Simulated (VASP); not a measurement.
Write the native input for VASP 6.6.1 that does the following.

```yaml
Task: electric field gradients
Functional: PBE
Potentials_or_basis: VASP PAW PBE potentials, release 64 (Re)
Cutoff: 520 eV
k_mesh: 14 × 14 × 14
Occupations: fermi-dirac, width 0.05 eV
Spin: no spin polarisation
Dipole_correction: no
Further_INCAR_settings: ALGO = Normal; EDIFF = 1e-08; NBANDS = 10
```

The structure of Re lies in POSCAR:

```
Re
1.0
    0.0000000000      1.9366468345      2.0540000000
    1.9366468345      0.0000000000      2.0540000000
    1.9366468345      1.9366468345      0.0000000000
Re
1
Direct
    0.0000000000      0.0000000000      0.0000000000
```

This cell differs from its parent crystal: z stretched by +4 % at fixed volume.

One way to write it, as run:

INCAR

```
SYSTEM = Re
PREC = Accurate
ENCUT = 520
EDIFF = 1E-8
ISMEAR = -1
SIGMA = 0.05
LREAL = .False.
LASPH = .True.
NELM = 80
ALGO = Normal
ISIF = 2
LWAVE = .False.
LCHARG = .False.
GGA = PE
LEFG = .True.
NBANDS = 10
```

KPOINTS

```
Automatic mesh
0
Gamma
  14 14 14
  0 0 0
```

Potentials or basis: VASP PAW PBE potentials, release 64 (Re).

Launch:

```bash
$ cat potpaw_PBE.64/Re/POTCAR > POTCAR
$ mpirun -np 1 vasp_std > vasp.out
```

It gave:

```
Pressure : -9.4 GPa
```

Caveat: without QUAD_EFG the Cq values of the log hold for a quadrupole moment of 1 mb, not for the nuclei.

Wall time 49 s on 1 thread of AMD EPYC 7R43 64-Core Processor (Zen 3) (shared host), peak memory 0.13 GiB.
